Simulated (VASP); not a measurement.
# KF (Carobbiite): relaxation of the atoms with PBE

KF (Carobbiite):

```
CELL_PARAMETERS angstrom
0.00000 1.96864 1.96864
1.96864 0.00000 1.96864
1.96864 1.96864 0.00000
ATOMIC_POSITIONS crystal
K 0.00000 0.00000 0.00000
F 0.50000 0.50000 0.50000
```

```
Program                : VASP 6.6.1
Task                   : relaxation of the atoms
Functional             : PBE
Potentials or basis    : VASP PAW PBE potentials, release 64 (K_sv, F)
Cutoff                 : 520 eV
k mesh                 : 9 × 9 × 9
Occupations            : fermi-dirac, width 0.03 eV
Spin                   : no spin polarisation
Dipole correction      : no
Further INCAR settings : ALGO = Normal; EDIFF = 1e-07; IBRION = 2; EDIFFG = -0.01; NSW = 50
```

* Pressure after relaxing: 296.9 GPa
* Band gap on the k mesh: 3.91 eV, indirect (least direct gap 4.14 eV)

Final structure:
```
CELL_PARAMETERS angstrom
0.00000 1.96864 1.96864
1.96864 0.00000 1.96864
1.96864 1.96864 0.00000
ATOMIC_POSITIONS crystal
K 0.00000 0.00000 0.00000
F 0.50000 0.50000 0.50000
```

Levels at points of the mesh, in eV from the valence-band top:
```
           k point  band 6  band 7  band 8  band 9  band 10  band 11
(0.00, 0.00, 0.00)   -2.31   -2.31   -2.31    8.96     8.96     8.96
```

Run time: 4.1 s on 1 thread of Intel(R) Xeon(R) 6975P-C (Granite Rapids), on a shared host, peak memory 0.13 GiB.

Caveat: the relaxation stopped at its first step, so nothing moved. A k mesh can miss the band edges.
